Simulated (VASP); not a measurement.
# KF (R-3m) in VASP: further runs

The runs below take KF through single point, with LDA.

All numbers are computed with VASP 6.6.1; they aren't measurements. Logs are shortened: lines on timing, memory, paths and dates and some standing lists are left out, and cuts for length are marked.

### 1 The cell of the first run

It takes space group R-3m (No. 166, trigonal). Conventional cell: a = 3.497 Å, b = 3.497 Å, c = 9.281 Å, α = 90.00°, β = 90.00°, γ = 120.00°. K (site symmetry -3m) has 6 F at 2.54 Å within 3.4 Å. Within 3.4 Å of F (site symmetry -3m) lie 6 K at 2.54 Å.

### 2 Single point, LDA

File INCAR:

```
PREC     = Accurate       # precision mode
ENCUT    = 520            # plane-wave cutoff, eV
EDIFF    = 1E-6           # SCF threshold, eV
ISMEAR   = 0              # smearing method
SIGMA    = 0.05           # smearing width, eV
LREAL    = F              # projectors in reciprocal space
LASPH    = T              # aspherical terms in the spheres
NELM     = 100            # most SCF steps
ALGO     = Normal         # electronic algorithm
ISIF     = 2              # what is computed and relaxed
LWAVE    = F              # write WAVECAR
LCHARG   = T              # write CHGCAR
GGA      = CA             # functional
LELF     = T              # ELF
LVHAR    = T            
NBANDS   = 15             # bands
```

File KPOINTS:

```
Automatic mesh
0
Gamma
  8 8 8
```

File POSCAR:

```
KF
1.0
    0.1376494726      2.6103944893      2.6103944893
    2.6103944893      0.1376494726      2.6103944893
    2.6103944893      2.6103944893      0.1376494726
K F
1 1
Direct
    0.0000000000      0.0000000000      0.0000000000
    0.5000000000      0.5000000000      0.5000000000
```

Potentials or basis: VASP PAW LDA potentials, release 64 (K_sv, F).

Run with:

```bash
cat potpaw_LDA.64/K_sv/POTCAR potpaw_LDA.64/F/POTCAR > POTCAR
mpirun -np 1 vasp_std > vasp.out
```

OUTCAR:

```text
PREC = Accurate
   ENCUT = 520
   EDIFF = 1E-6
   ISMEAR = 0
   LREAL = F
   LASPH = T
   NELM = 100
   ISIF = 2
   GGA = CA

 ion  position               nearest neighbor table
   1  0.000  0.000  0.000-   2 2.54   2 2.54   2 2.54   2 2.54   2 2.54   2 2.54
   2  0.500  0.500  0.500-   1 2.54   1 2.54   1 2.54   1 2.54   1 2.54   1 2.54

  LATTYP: Found a trigonal (rhomboedric) cell.
 ALAT       =     3.6942206427
 COS(alpha) =     0.5519638990

  Lattice vectors:

 A1 = (   0.1376494726,   2.6103944893,   2.6103944893)
 A2 = (   2.6103944893,   0.1376494726,   2.6103944893)
 A3 = (   2.6103944893,   2.6103944893,   0.1376494726)

Analysis of symmetry for initial positions (statically):
=====================================================================
 Subroutine PRICEL returns:
 Original cell was already a primitive cell.

 Routine SETGRP: Setting up the symmetry group for a
 trigonal (rhombohedral) supercell.

 Subroutine GETGRP returns: Found 12 space group operations
 (whereof 12 operations were pure point group operations)
 out of a pool of 12 trial point group operations.

The static configuration has the point symmetry D_3d.

Analysis of symmetry for dynamics (positions and initial velocities):
=====================================================================
 Subroutine PRICEL returns:
 Original cell was already a primitive cell.

 Routine SETGRP: Setting up the symmetry group for a
 trigonal (rhombohedral) supercell.

 Subroutine GETGRP returns: Found 12 space group operations
 (whereof 12 operations were pure point group operations)
 out of a pool of 12 trial point group operations.

The dynamic configuration has the point symmetry D_3d.

 Subroutine INISYM returns: Found 12 space group operations
 (whereof 12 operations are pure point group operations),
 and found     1 'primitive' translations

----------------------------------------------------------------------------------------

                                     Primitive cell

  volume of cell :      32.7640

  direct lattice vectors                    reciprocal lattice vectors
     0.137649473  2.610394489  2.610394489    -0.207398731  0.197010132  0.197010132
     2.610394489  0.137649473  2.610394489     0.197010132 -0.207398731  0.197010132
     2.610394489  2.610394489  0.137649473     0.197010132  0.197010132 -0.207398731

[... 90 lines left out ...]
   ISYM   =      2    0-nonsym 1-usesym 2-fastsym
   POTIM  = 0.5000    time-step for ionic-motion
   TEBEG  =    0.0;   TEEND  =   0.0 temperature during run
   PSTRESS=    0.0 pullay stress
   NELECT =      16.0000    total number of electrons
   NUPDOWN=      -1.0000    fix difference up-down
   EMIN   =  10.00;   EMAX   =-10.00  energy-range for DOS
   EFERMI =   0.00;   METHOD = LEGACY
   ISMEAR =     0;   SIGMA  =   0.05  broadening in eV -4-tet -1-fermi 0-gaus
   EFERMI_NEDOS =   21; number of points for ismear=-14 and -15
   IALGO  =     38    algorithm
   IMIX   =      4    mixing-type and parameters
     AMIX     =   0.40;   BMIX     =  1.00
     AMIX_MAG =   1.60;   BMIX_MAG =  1.00
  volume/ion in A,a.u.               =      16.38       110.55
  Fermi-wavevector in a.u.,A,eV,Ry     =   1.289187  2.436210 22.612919  1.662003
  Thomas-Fermi vector in A             =   2.421095
   LORBIT       =      0    0 simple, 1 ext, 2 COOP (PROOUT), +10 PAW based schemes
   GGA     = CA    functional components
   LHFCALC =     F    Hartree Fock is set to
   AEXX    =    0.0000 exact exchange contribution
   IVDW    =     0    specifies the selected vdW correction
   LEPSILON=     F    determine dielectric tensor
   LRPA    =     F    only Hartree local field effects (RPA)
 non-spin polarized calculation
 Gauss-broadening in eV      SIGMA  =   0.05
  energy-cutoff  :      520.00
  volume of cell :       32.76
 maximum number of plane-waves:       897
   NGX = 13   NGY = 13   NGZ = 13

 number of electron      15.9999995 magnetization

 Free energy of the ion-electron system (eV)
  ---------------------------------------------------
  ext. energy  EPLUGINS =         0.00000000
  ---------------------------------------------------
  free energy    TOTEN  =        -9.04307882 eV

  energy without entropy =       -9.04307882  energy(sigma->0) =       -9.04307882

 E-fermi :  -2.4823     XC(G=0):  -9.8556

 val. band max:       -2.7084814183   @ k =   0.0000   0.0000   0.0000
 cond. band min:       3.8702509870   @ k =   0.0000   0.0000   0.0000
 fundamental gap:      6.5787324054
 Fermi energy:        -2.4822866247

 k-point     1 :       0.0000    0.0000    0.0000
  band No.  band energies     occupation
      1     -28.0711      2.00000
      2     -21.0372      2.00000
      3     -11.4466      2.00000
      4     -11.3422      2.00000
      5     -11.3422      2.00000
      6      -2.7834      2.00000
      7      -2.7085      2.00000
      8      -2.7085      2.00000
      9       3.8703      0.00000
     10       7.5501      0.00000
     11       8.4099      0.00000
     12       8.4099      0.00000
     13      10.1519      0.00000
     14      10.1519      0.00000
[... 401 lines left out ...]
      2     -21.1782      2.00000
      3     -11.6821      2.00000
      4     -11.5040      2.00000
      5     -11.3749      2.00000
      6      -3.4790      2.00000
      7      -3.0978      2.00000
      8      -2.9543      2.00000
      9       6.1660      0.00000
     10       7.3637      0.00000
     11       9.1723      0.00000
     12       9.6689      0.00000
     13      11.2471      0.00000
     14      11.4187      0.00000
     15      16.6850      0.00000

 [... further k-points ...]

------------------------ aborting loop because EDIFF is reached ----------------------------------------

  FORCE on cell =-STRESS in cart. coord.  units (eV):
  Direction    XX          YY          ZZ          XY          YZ          ZX
  --------------------------------------------------------------------------------------
  -------------------------------------------------------------------------------------
  Total        0.5151168      0.5151168      0.5151168     -0.1585685     -0.1585685     -0.1585685
  in kB       25.1894896     25.1894896     25.1894896     -7.7540871     -7.7540871     -7.7540871
  external PRESSURE =      25.1894896 kB  Pullay stress =       0.0000000 kB

 VOLUME and BASIS-vectors are now :
 -----------------------------------------------------------------------------
  energy-cutoff  :      520.00
  volume of cell :       32.76
      direct lattice vectors                 reciprocal lattice vectors
     0.137649473  2.610394489  2.610394489    -0.207398731  0.197010132  0.197010132
     2.610394489  0.137649473  2.610394489     0.197010132 -0.207398731  0.197010132
     2.610394489  2.610394489  0.137649473     0.197010132  0.197010132 -0.207398731

 POSITION                                       TOTAL-FORCE (eV/Angst)
 -----------------------------------------------------------------------------------
      0.00000      0.00000      0.00000        -0.000000      0.000000      0.000000
      2.67922      2.67922      2.67922         0.000000     -0.000000     -0.000000
 -----------------------------------------------------------------------------------
    total drift:                                0.000000      0.000000      0.000000

  FREE ENERGIE OF THE ION-ELECTRON SYSTEM (eV)
  ---------------------------------------------------
  free  energy   TOTEN  =        -9.0430788223 eV

  energy  without entropy=       -9.0430788223  energy(sigma->0) =       -9.04307882
```

OSZICAR:

```text
N       E                     dE             d eps       ncg     rms          rms(c)
DAV:   1     0.116820326008E+03    0.11682E+03   -0.84074E+03  1950   0.106E+03
DAV:   2    -0.552864730905E+01   -0.12235E+03   -0.10962E+03  2512   0.296E+02
DAV:   3    -0.101055004217E+02   -0.45769E+01   -0.45548E+01  2546   0.522E+01
DAV:   4    -0.102168737252E+02   -0.11137E+00   -0.11135E+00  2518   0.835E+00
DAV:   5    -0.102195115022E+02   -0.26378E-02   -0.26378E-02  2745   0.101E+00    0.653E+00
DAV:   6    -0.911285980431E+01    0.11067E+01   -0.29700E+00  2122   0.163E+01    0.519E+00
DAV:   7    -0.906834981070E+01    0.44510E-01   -0.73137E-02  2496   0.221E+00    0.310E+00
DAV:   8    -0.904308742090E+01    0.25262E-01   -0.44504E-02  2475   0.209E+00    0.219E-01
DAV:   9    -0.904301661591E+01    0.70805E-04   -0.32421E-03  2216   0.484E-01    0.975E-02
DAV:  10    -0.904308352258E+01   -0.66907E-04   -0.29648E-04  2639   0.195E-01    0.437E-02
DAV:  11    -0.904307500855E+01    0.85140E-05   -0.32755E-05  2611   0.698E-02    0.142E-02
DAV:  12    -0.904307873733E+01   -0.37288E-05   -0.27247E-06  2132   0.163E-02    0.166E-03
DAV:  13    -0.904307882227E+01   -0.84943E-07   -0.25243E-07  1556   0.458E-03
   1 F= -.90430788E+01 E0= -.90430788E+01  d E =-.180802E-12
```

stdout:

```text
POSCAR found type information on POSCAR K F
 POSCAR found :  2 types and       2 ions
 scaLAPACK will be used
 LDA part: xc-table for (Slater(with rela. corr.)+CA(PZ))
 , standard interpolation
 POSCAR, INCAR and KPOINTS ok, starting setup
 FFT: planning ... GRIDC
 FFT: planning ... GRID_SOFT
 FFT: planning ... GRID
 WAVECAR not read
 entering main loop
```

It took 26 s on 1 thread of Intel Xeon Platinum 8259CL at 2.50GHz (Skylake/Cascade Lake), shared host; peak memory 0.16 GiB.

What came out:

```yaml
Free_energy: -9.0431 eV
Pressure: 2.5 GPa
Band_gap_on_the_k_mesh: 6.58 eV, direct
```

A k mesh can miss the band edges.

### 3 Single point, LDA

This run uses another cell than the first one, of 16.11 Å³/atom, 0.983 times its volume.

File INCAR:

```
SYSTEM = KF
PREC = Accurate
ENCUT = 520
EDIFF = 1E-6
ISMEAR = 0
SIGMA = 0.05
LREAL = .False.
LASPH = .True.
NELM = 60
ALGO = Normal
ISIF = 2
LWAVE = .False.
LCHARG = .False.
NBANDS = 15
```

File KPOINTS:

```
Automatic mesh
0
Gamma
  8 8 8
  0 0 0
```

File POSCAR:

```
KF
1.0
   -0.1331487577      2.4606582100      2.4606582100
    2.4606582100     -0.1331487577      2.4606582100
    2.4606582100      2.4606582100     -0.1331487577
K F
1 1
Direct
    0.0000000000      0.0000000000      0.0000000000
    0.5000000000      0.5000000000      0.5000000000
```

Potentials or basis: VASP PAW LDA potentials, release 64 (K_sv, F).

Run with:

```bash
cat potpaw_LDA.64/K_sv/POTCAR potpaw_LDA.64/F/POTCAR > POTCAR
mpirun -np 1 vasp_std > vasp.out
```

It took 26 s on 1 thread of Intel Xeon Platinum 8259CL at 2.50GHz (Skylake/Cascade Lake), shared host; peak memory 0.16 GiB.

It converged, with:

```yaml
Free_energy: -9.0351 eV
Pressure: 3.5 GPa
Band_gap_on_the_k_mesh: 6.68 eV, direct
```

Stress tensor (GPa, compression positive):
```
3.52 0.46 0.46
0.46 3.52 0.46
0.46 0.46 3.52
```

Levels at points of the mesh, in eV from the valence-band top:
| k point | band 5 | band 6 | band 7 | band 8 | band 9 | band 10 | band 11 | band 12 |
| --- | --- | --- | --- | --- | --- | --- | --- | --- |
| (0.00, 0.00, 0.00) | -8.56 | -0.06 | -0.06 | 0.00 | 6.68 | 10.51 | 10.51 | 11.58 |
| (0.50, 0.00, 0.00) | -8.62 | -1.11 | -0.61 | -0.46 | 9.34 | 11.40 | 12.20 | 13.14 |
| (0.50, 0.50, 0.00) | -8.92 | -0.14 | -0.06 | -0.01 | 7.90 | 10.98 | 12.77 | 14.32 |
| (0.50, 0.50, 0.50) | -8.73 | -1.13 | -0.71 | -0.71 | 9.55 | 11.74 | 12.82 | 12.82 |

A k mesh can miss the band edges.

### 4 Single point, LDA

This run uses another cell than the first one, of the same volume but with other edges.

File INCAR:

```
SYSTEM = KF
PREC = Accurate ; ENCUT = 520
EDIFF = 1E-6 ; ISMEAR = 0
SIGMA = 0.05 ; LREAL = .False.
LASPH = .True. ; NELM = 60
ALGO = Normal ; ISIF = 2
LWAVE = .False. ; LCHARG = .False.
NBANDS = 15
```

File KPOINTS:

```
regular mesh
0
Gamma
  8 8 8
  0 0 0
```

File POSCAR:

```
KF
1.0
   -0.1074163695      2.4871819268      2.4871819268
    2.4871819268     -0.1074163695      2.4871819268
    2.4871819268      2.4871819268     -0.1074163695
K F
1 1
Direct
    0.0000000000      0.0000000000      0.0000000000
    0.5000000000      0.5000000000      0.5000000000
```

Run with:

```bash
cat potpaw_LDA.64/K_sv/POTCAR potpaw_LDA.64/F/POTCAR > POTCAR
mpirun -np 1 vasp_std > vasp.out
```

Run time: 42 s. Hardware: 1 thread of Intel Xeon Platinum 8259CL at 2.50GHz (Skylake/Cascade Lake), shared host; peak memory 0.16 GiB.

Results (log left out):

* Free energy: -9.0492 eV
* Pressure: 2.6 GPa
* Band gap on the k mesh: 6.59 eV, direct

Stress tensor (GPa, compression positive):
```
2.60 0.41 0.41
0.41 2.60 0.41
0.41 0.41 2.60
```

Levels at points of the mesh, in eV from the valence-band top:
| k point | band 6 | band 7 | band 8 | band 9 | band 10 | band 11 |
| --- | --- | --- | --- | --- | --- | --- |
| (0.00, 0.00, 0.00) | -0.05 | -0.05 | 0.00 | 6.59 | 10.57 | 10.57 |
| (0.50, 0.00, 0.00) | -1.08 | -0.58 | -0.46 | 9.30 | 11.28 | 12.25 |
| (0.50, 0.50, 0.00) | -0.14 | -0.06 | -0.02 | 7.91 | 10.91 | 12.62 |
| (0.50, 0.50, 0.50) | -1.09 | -0.65 | -0.65 | 9.47 | 11.55 | 12.73 |

A k mesh can miss the band edges. LDA gaps usually lie below the measured ones, often by a third to a half.

### 5 Single point, LDA

File INCAR:

```
PREC     = Accurate       # precision mode
ENCUT    = 520            # plane-wave cutoff, eV
EDIFF    = 1E-6           # SCF threshold, eV
ISMEAR   = 0              # smearing method
SIGMA    = 0.05           # smearing width, eV
LREAL    = F              # projectors in reciprocal space
LASPH    = T              # aspherical terms in the spheres
NELM     = 60             # most SCF steps
ALGO     = Normal         # electronic algorithm
ISIF     = 2              # what is computed and relaxed
LWAVE    = F              # write WAVECAR
LCHARG   = T              # write CHGCAR
LELF     = T              # ELF
LVHAR    = T            
NBANDS   = 15             # bands
```

File KPOINTS:

```
regular mesh
0
Gamma
  8 8 8
```

File POSCAR:

```
KF
1.0
    0.1097175610      2.5957650163      2.5957650163
    2.5957650163      0.1097175610      2.5957650163
    2.5957650163      2.5957650163      0.1097175610
K F
1 1
Direct
    0.0000000000      0.0000000000      0.0000000000
    0.5000000000      0.5000000000      0.5000000000
```

Run with:

```bash
cat potpaw_LDA.64/K_sv/POTCAR potpaw_LDA.64/F/POTCAR > POTCAR
mpirun -np 1 vasp_std > vasp.out
```

Wall time 27 s (1 thread of Intel Xeon Platinum 8259CL at 2.50GHz (Skylake/Cascade Lake), shared host); peak memory 0.16 GiB.

It converged, with:

| Item | Value |
| --- | --- |
| Free energy | -9.0476 eV |
| Pressure | 2.6 GPa |
| Band gap on the k mesh | 6.60 eV, direct |

Stress tensor (GPa, compression positive):
```
 2.59 -0.59 -0.59
-0.59  2.59 -0.59
-0.59 -0.59  2.59
```

Levels at points of the mesh, in eV from the valence-band top:
| k point | band 4 | band 5 | band 6 | band 7 | band 8 | band 9 | band 10 | band 11 | band 12 | band 13 |
| --- | --- | --- | --- | --- | --- | --- | --- | --- | --- | --- |
| (0.00, 0.00, 0.00) | -8.62 | -8.62 | -0.06 | 0.00 | 0.00 | 6.60 | 10.38 | 11.09 | 11.09 | 12.85 |
| (0.50, 0.00, 0.00) | -8.71 | -8.69 | -1.08 | -0.64 | -0.51 | 9.39 | 11.43 | 12.36 | 13.03 | 15.15 |
| (0.50, 0.50, 0.00) | -9.05 | -8.96 | -0.13 | -0.04 | -0.01 | 7.92 | 10.93 | 12.63 | 14.29 | 15.11 |
| (0.50, 0.50, 0.50) | -8.64 | -8.64 | -1.05 | -0.44 | -0.44 | 9.20 | 11.16 | 12.54 | 12.54 | 15.25 |

A k mesh can miss the band edges.

### 6 The runs side by side

```tsv
cell	gap on the mesh (eV)	pressure (GPa)
a = 3.694 Å, angles 56.5°, 2 atoms	6.58	2.5
a = 3.482 Å, angles 63.6°, 2 atoms	6.68	3.5
a = 3.519 Å, angles 62.8°, 2 atoms	6.59	2.6
a = 3.673 Å, angles 57.2°, 2 atoms	6.60	2.6
```

Alike in all rows: task single point; level LDA; potentials or basis VASP PAW LDA potentials, release 64 (K_sv, F); no spin polarisation; k mesh 8 × 8 × 8; cutoff (eV) 520; smearing gaussian 0.05 eV.

Absolute energies hang on the potentials; compare differences alone.
